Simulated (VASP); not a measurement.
# CuO (P-6m2) in VASP: notebook

The runs below take CuO through single point, with r2SCAN+U.

All numbers are computed with VASP 6.6.1; they aren't measurements. Logs are shortened: lines on timing, memory, paths and dates and some standing lists are left out, and cuts for length are marked.

### Step 1. The cell of the first run

It takes space group P-6m2 (No. 187, hexagonal). Conventional cell: a = 2.836 Å, b = 2.836 Å, c = 2.768 Å, α = 90.00°, β = 90.00°, γ = 120.00°. Cu (site symmetry -6m2) has 6 O at 2.14 Å and 2 Cu at 2.77 Å within 2.8 Å. O (site symmetry -6m2) has 6 Cu at 2.14 Å and 2 O at 2.77 Å within 2.8 Å.

### Step 2. Single point, r2SCAN+U, collinear spin, ferromagnetic start

Input file POSCAR:

```
CuO
1.0
    2.8363251100      0.0000000000      0.0000000000
   -1.4181625500      2.4563296000      0.0000000000
    0.0000000000      0.0000000000      2.7681127800
Cu O
1 1
Direct
    0.0000000000      0.0000000000      0.0000000000
    0.6666666667      0.3333333333      0.5000000000
```

Input file INCAR.step1:

```
ALGO = Normal
EDIFF = 1E-4
ENCUT = 520
GGA = PE
ISMEAR = 0
ISPIN = 2
LASPH = True
LCHARG = False
LDAU = True
LDAUJ = 0 0
LDAUL = 2 -1
LDAUTYPE = 2
LDAUU = 4 0
LMAXMIX = 4
LREAL = False
LWAVE = True
MAGMOM = 1 0
NBANDS = 20
NELM = 150
PREC = Accurate
SIGMA = 0.05
```

Input file INCAR.step2:

```
ALGO = Normal
EDIFF = 1E-6
ENCUT = 520
ISIF = 2
ISMEAR = 0
ISPIN = 2
ISTART = 1
LASPH = True
LCHARG = False
LDAU = True
LDAUJ = 0 0
LDAUL = 2 -1
LDAUPRINT = 1
LDAUTYPE = 2
LDAUU = 4 0
LMAXMIX = 4
LMIXTAU = True
LORBIT = 11
LREAL = False
LWAVE = False
MAGMOM = 1 0
METAGGA = R2SCAN
NBANDS = 20
NELM = 150
PREC = Accurate
SIGMA = 0.05
```

Input file KPOINTS:

```
k-points
0
Gamma
  8 8 7
```

Potentials or basis: VASP PAW PBE potentials, release 64 (Cu, O).

Run with:

```
$ cat potpaw_PBE.64/Cu/POTCAR potpaw_PBE.64/O/POTCAR > POTCAR
$ cp INCAR.step1 INCAR
$ mpirun -np 1 vasp_std > vasp.out
$ cp INCAR.step2 INCAR
$ mpirun -np 1 vasp_std > vasp.out
```

OUTCAR:

```text
EDIFF = 1E-6
   ENCUT = 520
   ISIF = 2
   ISMEAR = 0
   ISPIN = 2
   ISTART = 1
   LASPH = True
   LORBIT = 11
   LREAL = False
   METAGGA = R2SCAN
   NELM = 150
   PREC = Accurate

 ion  position               nearest neighbor table
   1  0.000  0.000  0.000-   2 2.14   2 2.14   2 2.14   2 2.14   2 2.14   2 2.14
   2  0.667  0.333  0.500-   1 2.14   1 2.14   1 2.14   1 2.14   1 2.14   1 2.14

  LATTYP: Found a hexagonal cell.
 ALAT       =     2.8363251100
 C/A-ratio  =     0.9759504544

  Lattice vectors:

 A1 = (   2.8363251100,   0.0000000000,   0.0000000000)
 A2 = (  -1.4181625500,   2.4563296000,   0.0000000000)
 A3 = (   0.0000000000,   0.0000000000,   2.7681127800)

Analysis of symmetry for initial positions (statically):
=====================================================================
 Subroutine PRICEL returns:
 Original cell was already a primitive cell.

 Routine SETGRP: Setting up the symmetry group for a
 hexagonal supercell.

 Subroutine GETGRP returns: Found 12 space group operations
 (whereof 12 operations were pure point group operations)
 out of a pool of 24 trial point group operations.

The static configuration has the point symmetry D_3h.

Analysis of symmetry for dynamics (positions and initial velocities):
=====================================================================
 Subroutine PRICEL returns:
 Original cell was already a primitive cell.

 Routine SETGRP: Setting up the symmetry group for a
 hexagonal supercell.

 Subroutine GETGRP returns: Found 12 space group operations
 (whereof 12 operations were pure point group operations)
 out of a pool of 24 trial point group operations.

The dynamic configuration has the point symmetry D_3h.

Analysis of structural, dynamic, and magnetic symmetry:
=====================================================================
 Subroutine PRICEL returns:
 Original cell was already a primitive cell.

 Routine SETGRP: Setting up the symmetry group for a
 hexagonal supercell.

 Subroutine GETGRP returns: Found 12 space group operations
 (whereof 12 operations were pure point group operations)
 out of a pool of 24 trial point group operations.

The overall configuration has the point symmetry D_3h.

 Subroutine INISYM returns: Found 12 space group operations
 (whereof 12 operations are pure point group operations),
 and found     1 'primitive' translations

----------------------------------------------------------------------------------------

                                     Primitive cell

  volume of cell :      19.2853

  direct lattice vectors                    reciprocal lattice vectors
     2.836325110  0.000000000  0.000000000     0.352568892  0.203555744  0.000000000
    -1.418162550  2.456329600  0.000000000     0.000000000  0.407111489  0.000000000
     0.000000000  0.000000000  2.768112780     0.000000000  0.000000000  0.361256957

  length of vectors
     2.836325110  2.836325109  2.768112780     0.407111488  0.407111489  0.361256957

  position of ions in fractional coordinates (direct lattice)
     0.000000000  0.000000000  0.000000000
     0.666666667  0.333333333  0.500000000

  ion indices of the primitive-cell ions
   primitive index   ion index
                 1           1
                 2           2

----------------------------------------------------------------------------------------

 KPOINTS: k-points
[... 67 lines left out ...]
   NELM   =    150;   NELMIN=  2; NELMDL=  0     # of ELM steps
   EDIFF  = 0.1E-05   stopping-criterion for ELM
   LREAL  =      F    real-space projection
   EDIFFG = 0.1E-04   stopping-criterion for IOM
   NSW    =      0    number of steps for IOM
   IBRION =     -1    ionic relax: 0-MD 1-quasi-New 2-CG
   NFREE  =      0    steps in history (QN), initial steepest desc. (CG)
   ISIF   =      2    stress and relaxation
   ISYM   =      2    0-nonsym 1-usesym 2-fastsym
   POTIM  = 0.5000    time-step for ionic-motion
   TEBEG  =    0.0;   TEEND  =   0.0 temperature during run
   PSTRESS=    0.0 pullay stress
   NELECT =      17.0000    total number of electrons
   NUPDOWN=      -1.0000    fix difference up-down
   EMIN   =  10.00;   EMAX   =-10.00  energy-range for DOS
   EFERMI =   0.00;   METHOD = LEGACY
   ISMEAR =     0;   SIGMA  =   0.05  broadening in eV -4-tet -1-fermi 0-gaus
   EFERMI_NEDOS =   21; number of points for ismear=-14 and -15
   IALGO  =     38    algorithm
   IMIX   =      4    mixing-type and parameters
     AMIX     =   0.40;   BMIX     =  1.00
     AMIX_MAG =   1.60;   BMIX_MAG =  1.00
  volume/ion in A,a.u.               =       9.64        65.07
  Fermi-wavevector in a.u.,A,eV,Ry     =   1.569696  2.966296 33.524031  2.463947
  Thomas-Fermi vector in A             =   2.671540
   LORBIT       =     11    0 simple, 1 ext, 2 COOP (PROOUT), +10 PAW based schemes
 LDA+U is selected, type is set to LDAUTYPE =  2
   angular momentum for each species LDAUL =     2   -1
   U (eV)           for each species LDAUU =   4.0  0.0
   J (eV)           for each species LDAUJ =   0.0  0.0
   METAGGA = R2SCAN    functional components
   LHFCALC =     F    Hartree Fock is set to
   AEXX    =    0.0000 exact exchange contribution
   IVDW    =     0    specifies the selected vdW correction
   LEPSILON=     F    determine dielectric tensor
   LRPA    =     F    only Hartree local field effects (RPA)
 spin polarized calculation
 Gauss-broadening in eV      SIGMA  =   0.05
  energy-cutoff  :      520.00
  volume of cell :       19.29
 maximum number of plane-waves:       531
 NGX is ok and might be reduce to    24
   NGX = 11   NGY = 11   NGZ = 11

atom =   1  type =  1  l = 2

 onsite density matrix

spin component  1

  0.9713 -0.0000 -0.0000  0.0000  0.0000
 -0.0000  0.9932 -0.0000  0.0000 -0.0000
 -0.0000 -0.0000  0.9696 -0.0000  0.0000
  0.0000  0.0000 -0.0000  0.9932 -0.0000
  0.0000 -0.0000  0.0000 -0.0000  0.9713

spin component  2

  0.9484  0.0000 -0.0000 -0.0000  0.0000
  0.0000  0.7569  0.0000  0.0000  0.0000
 -0.0000  0.0000  0.9691 -0.0000  0.0000
 -0.0000  0.0000 -0.0000  0.7569  0.0000
  0.0000  0.0000  0.0000  0.0000  0.9484

 occupancies and eigenvectors

  o =  0.7569  v =  0.0000  0.0000  0.0000  0.0000  0.0000 -0.0000  0.6081  0.0000 -0.7938 -0.0000      0.0000  0.0000  0.0000  0.0000  0.0000  0.0000  0.0000  0.0000  0.0000  0.0000
  o =  0.7569  v =  0.0000  0.0000  0.0000  0.0000  0.0000 -0.0000 -0.7938 -0.0000 -0.6081  0.0000      0.0000  0.0000  0.0000  0.0000  0.0000  0.0000  0.0000  0.0000  0.0000  0.0000
  o =  0.9484  v =  0.0000  0.0000  0.0000  0.0000  0.0000 -0.9979  0.0000 -0.0000 -0.0000  0.0651      0.0000  0.0000  0.0000  0.0000  0.0000  0.0000  0.0000  0.0000  0.0000  0.0000
  o =  0.9484  v =  0.0000  0.0000  0.0000  0.0000  0.0000 -0.0651 -0.0000  0.0000  0.0000 -0.9979      0.0000  0.0000  0.0000  0.0000  0.0000  0.0000  0.0000  0.0000  0.0000  0.0000
  o =  0.9691  v =  0.0000  0.0000  0.0000  0.0000  0.0000 -0.0000 -0.0000  1.0000 -0.0000  0.0000      0.0000  0.0000  0.0000  0.0000  0.0000  0.0000  0.0000  0.0000  0.0000  0.0000
  o =  0.9696  v =  0.0000 -0.0000  1.0000  0.0000 -0.0000  0.0000  0.0000  0.0000  0.0000  0.0000      0.0000  0.0000  0.0000  0.0000  0.0000  0.0000  0.0000  0.0000  0.0000  0.0000
  o =  0.9713  v =  0.3062 -0.0000 -0.0000  0.0000  0.9520  0.0000  0.0000  0.0000  0.0000  0.0000      0.0000  0.0000  0.0000  0.0000  0.0000  0.0000  0.0000  0.0000  0.0000  0.0000
  o =  0.9713  v =  0.9520  0.0000 -0.0000 -0.0000 -0.3062  0.0000  0.0000  0.0000  0.0000  0.0000      0.0000  0.0000  0.0000  0.0000  0.0000  0.0000  0.0000  0.0000  0.0000  0.0000
  o =  0.9932  v =  0.0000 -0.6081 -0.0000  0.7938 -0.0000  0.0000  0.0000  0.0000  0.0000  0.0000      0.0000  0.0000  0.0000  0.0000  0.0000  0.0000  0.0000  0.0000  0.0000  0.0000
  o =  0.9932  v = -0.0000 -0.7938 -0.0000 -0.6081 -0.0000  0.0000  0.0000  0.0000  0.0000  0.0000      0.0000  0.0000  0.0000  0.0000  0.0000  0.0000  0.0000  0.0000  0.0000  0.0000

 number of electron      17.0000005 magnetization       1.0000000

 Free energy of the ion-electron system (eV)
  ---------------------------------------------------
  ext. energy  EPLUGINS =         0.00000000
  ---------------------------------------------------
  free energy    TOTEN  =       -16.30873583 eV

  energy without entropy =      -16.30794674  energy(sigma->0) =      -16.30834129

 E-fermi :   5.1750     XC(G=0): -12.9978

 val. band max:        5.1548868692   @ k =   0.1250  -0.0000   0.2857
 cond. band min:       5.2241687306   @ k =   0.1250   0.1250   0.1429
 fundamental gap:      0.0692818614
 Fermi energy:         5.1750107111

 spin component 1

 k-point     1 :       0.0000    0.0000    0.0000
  band No.  band energies     occupation
      1     -15.3271      1.00000
      2       0.5682      1.00000
      3       0.5684      1.00000
      4       0.8675      1.00000
      5       1.6966      1.00000
      6       1.6966      1.00000
[... 1097 lines left out ...]
     19      40.5099      0.00000
     20      42.3118      0.00000

 [... further k-points ...]

------------------------ aborting loop because EDIFF is reached ----------------------------------------

  FORCE on cell =-STRESS in cart. coord.  units (eV):
  Direction    XX          YY          ZZ          XY          YZ          ZX
  --------------------------------------------------------------------------------------
  -------------------------------------------------------------------------------------
  Total       -0.4395236     -0.4395236     -1.9259139     -0.0000000     -0.0000000     -0.0000000
  in kB      -36.5145859    -36.5145860   -160.0003841     -0.0000001     -0.0000000     -0.0000000
  external PRESSURE =     -77.6765186 kB  Pullay stress =       0.0000000 kB

 VOLUME and BASIS-vectors are now :
 -----------------------------------------------------------------------------
  energy-cutoff  :      520.00
  volume of cell :       19.29
      direct lattice vectors                 reciprocal lattice vectors
     2.836325110  0.000000000  0.000000000     0.352568892  0.203555744  0.000000000
    -1.418162550  2.456329600  0.000000000     0.000000000  0.407111489  0.000000000
     0.000000000  0.000000000  2.768112780     0.000000000  0.000000000  0.361256957

 POSITION                                       TOTAL-FORCE (eV/Angst)
 -----------------------------------------------------------------------------------
      0.00000      0.00000      0.00000         0.000000      0.000000      0.000000
      1.41816      0.81878      1.38406         0.000000     -0.000000      0.000000
 -----------------------------------------------------------------------------------
    total drift:                               -0.000004      0.000002      0.000000

  FREE ENERGIE OF THE ION-ELECTRON SYSTEM (eV)
  ---------------------------------------------------
  free  energy   TOTEN  =       -16.3087358301 eV

  energy  without entropy=      -16.3079467403  energy(sigma->0) =      -16.30834129

 total charge

# of ion       s       p       d       tot
------------------------------------------
    1        0.288   0.313   9.259   9.859
    2        1.585   3.342   0.000   4.926
--------------------------------------------------
tot          1.872   3.655   9.259  14.785

 magnetization (x)

# of ion       s       p       d       tot
------------------------------------------
    1       -0.020  -0.012   0.520   0.488
    2        0.008   0.477   0.000   0.486
--------------------------------------------------
tot         -0.011   0.465   0.520   0.974
```

Wall time 2.1 min (1 thread of AMD EPYC 7R43 (Zen 3), shared host); peak memory 0.13 GiB.

What came out:

```
Free energy                                           : -16.3087 eV
Pressure                                              : -7.8 GPa
Band gap on the k mesh                                : zero (filled and empty bands overlap)
Net moment                                            : 1.00 μB per cell
Site moments                                          : Cu +0.49; O +0.49 μB
Valence electrons inside the program's atomic spheres : Cu 9.86; O 4.93
```

Eigenvalues of the final occupation matrices:
```
    site  spin  trace               eigenvalues
site 1 d     1   4.90  0.97 0.97 0.97 0.99 0.99
site 1 d     2   4.38  0.76 0.76 0.95 0.95 0.97
```

Caveat: the PAW data sets were made with another functional, which shifts forces and pressure a little; a cell with one magnetic atom can't hold antiferromagnetic order, which such compounds often take. The state reached can hang on the start; a lower one may exist.

### Step 3. Single point, r2SCAN+U, collinear spin, ferromagnetic start

POSCAR is that of step 2.

Input file INCAR.step1:

```
PREC     = Accurate       # precision mode
ENCUT    = 520            # plane-wave cutoff, eV
ISMEAR   = 0              # smearing method
SIGMA    = 0.05           # smearing width, eV
LREAL    = False          # projectors in reciprocal space
LASPH    = True           # aspherical terms in the spheres
NELM     = 150            # most SCF steps
ISPIN    = 2              # spin polarisation
MAGMOM   = 0.55 0.58      # initial moments
LMAXMIX  = 4              # l up to which the mixer works
LDAU     = True           # DFT+U
LDAUTYPE = 2            
LDAUL    = 2 -1           # shell
LDAUU    = 4 0            # U, eV
LDAUJ    = 0 0          
NBANDS   = 20             # bands
GGA      = PE             # functional
ALGO     = Normal         # electronic algorithm
EDIFF    = 1E-4           # SCF threshold, eV
LWAVE    = True           # write WAVECAR
LCHARG   = False          # write CHGCAR
```

Input file INCAR.step2:

```
PREC     = Accurate       # precision mode
ENCUT    = 520            # plane-wave cutoff, eV
EDIFF    = 1E-6           # SCF threshold, eV
ISMEAR   = 0              # smearing method
SIGMA    = 0.05           # smearing width, eV
LREAL    = False          # projectors in reciprocal space
LASPH    = True           # aspherical terms in the spheres
NELM     = 150            # most SCF steps
ALGO     = Normal         # electronic algorithm
ISIF     = 2              # what is computed and relaxed
LWAVE    = False          # write WAVECAR
LCHARG   = True           # write CHGCAR
ISPIN    = 2              # spin polarisation
MAGMOM   = 0.55 0.58      # initial moments
LORBIT   = 11             # projections on sites
LMAXMIX  = 4              # l up to which the mixer works
LDAU     = True           # DFT+U
LDAUTYPE = 2            
LDAUL    = 2 -1           # shell
LDAUU    = 4 0            # U, eV
LDAUJ    = 0 0          
LDAUPRINT= 1            
METAGGA  = R2SCAN         # meta-GGA
LMIXTAU  = True         
LELF     = True           # ELF
LVHAR    = True         
NBANDS   = 20             # bands
ISTART   = 1
```

Input file KPOINTS:

```
Automatic mesh
0
Gamma
  8 8 7
```

Potentials or basis: VASP PAW PBE potentials, release 64 (Cu, O).

Run with:

```
$ cat potpaw_PBE.64/Cu/POTCAR potpaw_PBE.64/O/POTCAR > POTCAR
$ cp INCAR.step1 INCAR
$ mpirun -np 1 vasp_std > vasp.out
$ cp INCAR.step2 INCAR
$ mpirun -np 1 vasp_std > vasp.out
```

Run time: 2.1 min. Hardware: 1 thread of AMD EPYC 7R43 (Zen 3), shared host; peak memory 0.13 GiB.

The run converged. Its results:

| Property | Result |
| --- | --- |
| Free energy | -16.3087 eV |
| Pressure | -7.8 GPa |
| Band gap on the k mesh | zero (filled and empty bands overlap) |
| Net moment | 1.00 μB per cell |
| Site moments | Cu +0.49; O +0.49 μB |
| Valence electrons inside the program's atomic spheres | Cu 9.86; O 4.93 |

Stress tensor (GPa, compression positive):
```
 -3.66   0.00   0.00
  0.00  -3.66   0.00
  0.00   0.00 -16.00
```

Levels at points of the mesh, in eV from the Fermi level:
Spin up:
| k point | band 5 | band 6 | band 7 | band 8 | band 9 | band 10 | band 11 | band 12 | band 13 | band 14 |
| --- | --- | --- | --- | --- | --- | --- | --- | --- | --- | --- |
| (0.00, 0.00, 0.00) | -3.48 | -3.48 | -3.00 | -0.97 | -0.97 | 1.78 | 15.77 | 17.78 | 17.78 | 19.96 |
| (0.50, 0.00, 0.00) | -3.58 | -3.54 | -2.51 | -2.37 | -0.71 | 6.88 | 9.53 | 15.97 | 18.45 | 18.62 |
Spin down:
| k point | band 5 | band 6 | band 7 | band 8 | band 9 | band 10 | band 11 | band 12 |
| --- | --- | --- | --- | --- | --- | --- | --- | --- |
| (0.00, 0.00, 0.00) | -1.97 | -1.28 | -1.28 | 0.15 | 0.15 | 2.07 | 15.88 | 17.87 |
| (0.50, 0.00, 0.00) | -2.70 | -1.97 | -1.51 | -1.40 | 1.02 | 7.02 | 10.22 | 16.12 |

Eigenvalues of the final occupation matrices:
```csv
site,spin,trace,eigenvalues
site 1 d,1,4.90,0.97 0.97 0.97 0.99 0.99
site 1 d,2,4.38,0.76 0.76 0.95 0.95 0.97
```

Caveat: the PAW data sets were made with another functional, which shifts forces and pressure a little; a cell with one magnetic atom can't hold antiferromagnetic order, which such compounds often take. The state reached can hang on the start; a lower one may exist.
